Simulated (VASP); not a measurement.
KSrCl3: single point with r2SCAN

KSrCl3:

```
CELL_PARAMETERS angstrom
5.74674 0.00000 0.00000
0.00000 5.74674 0.00000
0.00000 0.00000 5.74674
ATOMIC_POSITIONS crystal
K 0.00000 0.00000 0.00000
Sr 0.50000 0.50000 0.50000
Cl 0.50000 0.50000 0.00000
Cl 0.50000 0.00000 0.50000
Cl 0.00000 0.50000 0.50000
```

This cell differs from its parent crystal: volume changed by +6%.

```json
{"Program": "VASP 6.6.1", "Task": "single point", "Functional": "r2SCAN", "Potentials or basis": "VASP PAW PBE potentials, release 64 (K_sv, Sr_sv, Cl)", "Cutoff": "520 eV", "k mesh": "4 × 4 × 4", "Occupations": "gaussian, width 0.01 eV", "Spin": "no spin polarisation"}
```

```
Pressure               : -1.1 GPa
Band gap on the k mesh : 5.08 eV, indirect (least direct gap 5.31 eV)
```

Levels at points of the mesh, in eV from the valence-band top:
```
           k point  band 18  band 19  band 20  band 21  band 22  band 23
(0.00, 0.00, 0.00)    -0.23    -0.23    -0.23     5.08     6.70     6.70
(0.50, 0.00, 0.00)    -0.46    -0.28    -0.28     6.64     6.88     6.90
(0.50, 0.50, 0.00)    -0.58    -0.58    -0.01     7.38     7.85     7.85
(0.50, 0.50, 0.50)     0.00     0.00     0.00     6.78     7.94     7.94
```

Run time: 6.2 min on 1 thread of Intel(R) Xeon(R) Platinum 8375C CPU @ 2.90GHz (Ice Lake) (shared host), peak memory 0.38 GiB.

Caveat: the PAW data sets were made with another functional, which shifts forces and pressure a little. A k mesh can miss the band edges.
